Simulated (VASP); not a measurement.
A run of VASP 6.6.1 is set up as follows.

POSCAR

```
MgB
1.0
    2.8951500000      0.0000000000      0.0000000000
    0.0000000000      2.8951500000      0.0000000000
    0.0000000000      0.0000000000      2.8951500000
Mg B
1 1
Direct
    0.0000000000      0.0000000000      0.0000000000
    0.5000000000      0.5000000000      0.5000000000
```

The input INCAR.step1:

```
PREC = Accurate ; ENCUT = 600
ISMEAR = -1 ; SIGMA = 0.05
LREAL = False ; LASPH = True
NELM = 80 ; GGA = PE
ALGO = Normal ; EDIFF = 1E-4
LWAVE = True ; LCHARG = False
```

File INCAR.step2:

```
PREC = Accurate ; ENCUT = 600
EDIFF = 1E-6 ; ISMEAR = -1
SIGMA = 0.05 ; LREAL = False
LASPH = True ; NELM = 80
ALGO = Normal ; ISIF = 3
LWAVE = False ; LCHARG = False
METAGGA = R2SCAN ; LMIXTAU = True
LUSE_VDW = True ; IVDW_NL = 2
BPARAM = 11.95 ; CPARAM = 0.0093
IBRION = 2 ; NSW = 60
EDIFFG = -0.01 ; ISTART = 1
```

KPOINTS

```
regular mesh
0
Gamma
  9 9 9
```

Potentials or basis: VASP PAW PBE potentials, release 64 (Mg, B).

Run with:

```bash
$ cat potpaw_PBE.64/Mg/POTCAR potpaw_PBE.64/B/POTCAR > POTCAR
$ cp INCAR.step1 INCAR
$ mpirun -np 1 vasp_std > vasp.out
$ cp INCAR.step2 INCAR
$ mpirun -np 1 vasp_std > vasp.out
```

Problem. Estimate the relaxed volume.

Solution. 11.92 Å³/atom.

Problem. Predict the relaxed cell.

Solution. a = 2.878 Å, b = 2.878 Å, c = 2.878 Å, α = 90.00°, β = 90.00°, γ = 90.00°.

Final structure:
```
Mg B
1.0
     2.87792    0.00000    0.00000
     0.00000    2.87792    0.00000
     0.00000    0.00000    2.87792
Mg B
1 1
Cartesian
  0.0000 0.0000 0.0000
  1.4390 1.4390 1.4390
```

Caveat: the PAW data sets were made with another functional, which shifts forces and pressure a little.
